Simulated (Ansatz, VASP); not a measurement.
**ZnS: VASP beside Ansatz**

The input INCAR:

```
PREC = Accurate ; ENCUT = 500
EDIFF = 1E-6 ; ISMEAR = 0
SIGMA = 0.01 ; LREAL = F
LASPH = T ; NELM = 120
ALGO = Normal ; ISIF = 2
LWAVE = F ; LCHARG = F
GGA = PE ; NBANDS = 16
GGA_COMPAT = F
```

The input KPOINTS:

```
regular mesh
0
Gamma
  8 8 8
```

The input POSCAR:

```
ZnS
1.0
    0.0000000000      2.6940955587      2.6940955587
    2.6940955587      0.0000000000      2.6940955587
    2.6940955587      2.6940955587      0.0000000000
Zn S
1 1
Direct
    0.2500000000      0.2500000000      0.2500000000
    0.0000000000      0.0000000000      0.0000000000
```

Input for Ansatz:

```yaml
crystal:
  lattice:
    - [0.0, 2.6940955587, 2.6940955587]
    - [2.6940955587, 0.0, 2.6940955587]
    - [2.6940955587, 2.6940955587, 0.0]
  atoms:
    - { symbol: Zn, position: [0.25, 0.25, 0.25] }
    - { symbol: S, position: [0.0, 0.0, 0.0] }
kpoints:
  mp_grid: { grid: [8, 8, 8] }
  band_path:
    path:
      - [0.0, 0.0, 0.0]
      - [-0.5, -0.5, 0.0]
      - [-0.375, -0.375, 0.25]
      - [-0.375, 0.0, 0.375]
      - [0.0, 0.0, 0.5]
      - [-0.5, -0.25, 0.25]
    npoints: 1
hamiltonian:
  xc: pbe
scf:
  occupations: { method: fixed }
  n_extra_bands: 4
output:
  forces: true
  stress: true
  eigenvalues: true
```

Alike in both runs: task single point; functional PBE; k mesh 8 × 8 × 8; no spin polarisation.

```csv
,VASP,Ansatz
version,VASP 6.6.1,Ansatz 0.2.0
potentials or method,"VASP PAW PBE potentials, release 64 (Zn, S)","plane waves, PAW"
plane-wave cutoff (eV),500,420
occupations,"gaussian, width 0.01 eV",fixed
valence electrons in the cell,18,18
```

Ansatz gave:

- gap on the k mesh at the Fermi level (eV): 2.15
- pressure (GPa): 2.3

Problem. What did VASP give for the same quantities?

Solution. gap on the k mesh at the Fermi level (eV): 2.15; pressure (GPa): 2.4.
